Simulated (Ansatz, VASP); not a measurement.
BAs in VASP and in Ansatz

POSCAR

```
BAs
1.0
    2.1275493300      0.0000000000      0.0000000000
    0.0000000000      3.1740629400      0.0000000000
    0.0000000000      0.0000000000      4.9509801800
B As
1 1
Direct
    0.0000000000      0.5000000000      0.0000000000
    0.5000000000      0.5000000000      0.5000000000
```

File INCAR.step1:

```
ALGO = Normal
EDIFF = 1E-4
ENCUT = 520
GGA = PE
GGA_COMPAT = False
ISMEAR = -1
LASPH = True
LCHARG = False
LREAL = False
LSORBIT = True
LWAVE = True
MAGMOM = 0 0 0 0 0 0
NBANDS = 20
NELM = 150
PREC = Accurate
SIGMA = 0.05
```

The input INCAR.step2:

```
ALGO = Normal
EDIFF = 1E-6
ENCUT = 520
GGA_COMPAT = False
ISIF = 2
ISMEAR = -1
ISTART = 1
LASPH = True
LCHARG = False
LMIXTAU = True
LORBIT = 11
LORBMOM = True
LREAL = False
LSORBIT = True
LWAVE = False
MAGMOM = 0 0 0 0 0 0
METAGGA = R2SCAN
NBANDS = 20
NELM = 150
PREC = Accurate
SIGMA = 0.05
```

File KPOINTS:

```
k-points
0
Gamma
  9 6 5
```

input.yaml

```yaml
crystal:
  lattice:
    - [2.12754933, 0.0, 0.0]
    - [0.0, 3.17406294, 0.0]
    - [0.0, 0.0, 4.95098018]
  atoms:
    - { symbol: B, position: [0.0, 0.5, 0.0] }
    - { symbol: As, position: [0.5, 0.5, 0.5] }
hamiltonian:
  xc: r2scan
  pseudopotentials: { kind: paw_fr }
magnetization:
  noncollinear: true
  spin_orbit: true
kpoints:
  mp_grid: { grid: [9, 6, 5] }
  band_path:
    path:
      - [[0.0, 0.0, 0.0], [0.5, 0.0, 0.0], [0.5, 0.5, 0.0], [0.0, 0.5, 0.0], [0.0, 0.0, 0.0], [0.0, 0.0, 0.5], [0.5, 0.0, 0.5], [0.5, 0.5, 0.5], [0.0, 0.5, 0.5], [0.0, 0.0, 0.5]]
      - [[0.0, 0.5, 0.0], [0.0, 0.5, 0.5]]
      - [[0.5, 0.0, 0.5], [0.5, 0.0, 0.0]]
      - [[0.5, 0.5, 0.0], [0.5, 0.5, 0.5]]
    npoints: 14
scf:
  occupations: { method: fermi_dirac, width: 0.05 }
  n_extra_bands: 6
output:
  forces: true
  stress: true
  eigenvalues: true
  fatbands: true
  write_density: true
  write_potential: true
  elf: true
  volumetric_format: npy
```

Alike in both runs: functional r2SCAN; k mesh 9 × 6 × 5; occupations fermi-dirac, width 0.05 eV; non-collinear spin, spin-orbit coupling.

|  | VASP | Ansatz |
| --- | --- | --- |
| version | VASP 6.6.1 | Ansatz 0.2.0 |
| potentials or method | VASP PAW PBE potentials, release 64 (B, As) | Ansatz PAW |
| plane-wave cutoff (eV) | 520 | 500 |
| valence electrons in the cell | 8 | 18 |
| task | single point | band structure |

|  | VASP | Ansatz | Ansatz less VASP |
| --- | --- | --- | --- |
| pressure (GPa) | 4.1 | 3.9 | -0.12 |
| traceless stress, the component that is largest in VASP (GPa) | 20.44 | 20.28 | -0.160 |

VASP's potentials were made for PBE, not for r2SCAN. VASP's potentials hold 8 valence electrons a cell and Ansatz's 18, so a difference there can come from the potentials and not from the codes.
